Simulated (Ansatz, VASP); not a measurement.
**Co: VASP beside Ansatz**

INCAR

```
SYSTEM = Co
PREC = Accurate
ENCUT = 520
EDIFF = 1E-6
ISMEAR = -1
SIGMA = 0.05
LREAL = .False.
LASPH = .True.
NELM = 150
ALGO = Normal
ISIF = 2
LWAVE = .False.
LCHARG = .False.
ISPIN = 2
MAGMOM = 2 -1
LORBIT = 11
LMAXMIX = 4
GGA = PE
NBANDS = 20
```

Contents of KPOINTS:

```
Automatic mesh
0
Gamma
  12 12 7
  0 0 0
```

The input POSCAR:

```
Co
1.0
    2.4719999032      0.0000000000      0.0000000000
   -1.2359999516      2.1408147143      0.0000000000
    0.0000000000      0.0000000000      4.0211440800
Co
2
Direct
    0.6666666667      0.3333333333      0.7500000000
    0.3333333333      0.6666666667      0.2500000000
```

input.yaml

```yaml
crystal:
  lattice:
    - [2.4719999032, 0.0, 0.0]
    - [-1.2359999516, 2.1408147143, 0.0]
    - [0.0, 0.0, 4.02114408]
  atoms:
    - { symbol: Co, position: [0.6666666667, 0.3333333333, 0.75], spin: 2.0 }
    - { symbol: Co, position: [0.3333333333, 0.6666666667, 0.25], spin: -1.0 }
hamiltonian:
  xc: pbe
  pseudopotentials: { kind: paw }
magnetization:
  spin_polarized: true
kpoints:
  mp_grid: { grid: [12, 12, 7] }
scf:
  occupations: { method: fermi_dirac, width: 0.05 }
output:
  forces: true
  stress: true
  eigenvalues: true
```

Alike in both runs: task single point; functional PBE; k mesh 12 × 12 × 7; occupations fermi-dirac, width 0.05 eV; collinear spin.

```csv
,VASP,Ansatz
version,VASP 6.6.1,Ansatz 0.2.0
potentials or method,"VASP PAW PBE potentials, release 64 (Co)",Ansatz PAW
plane-wave cutoff (eV),520,420
valence electrons in the cell,18,34
```

Ansatz gave:

```
gap on the k mesh at the Fermi level (eV)                     : none
pressure (GPa)                                                : 4.7
traceless stress, the component that is largest in VASP (GPa) : -1.85
net moment per atom (μB)                                      : 1.60
size of the moment on the site where the two differ most (μB) : 1.68
```

Which values does VASP return?

gap on the k mesh at the Fermi level (eV): none; pressure (GPa): -3.6; traceless stress, the component that is largest in VASP (GPa): -0.62; net moment per atom (μB): 0.00; size of the moment on the site where the two differ most (μB): 0.84.

The net moments are unlike, so the other rows may belong to different states. Site moments also hang on the region over which each program counts them. A gap of «none» marks a metal or a gap that the smearing closes. VASP's potentials hold 18 valence electrons a cell and Ansatz's 34, so a difference there can come from the potentials and not from the codes.
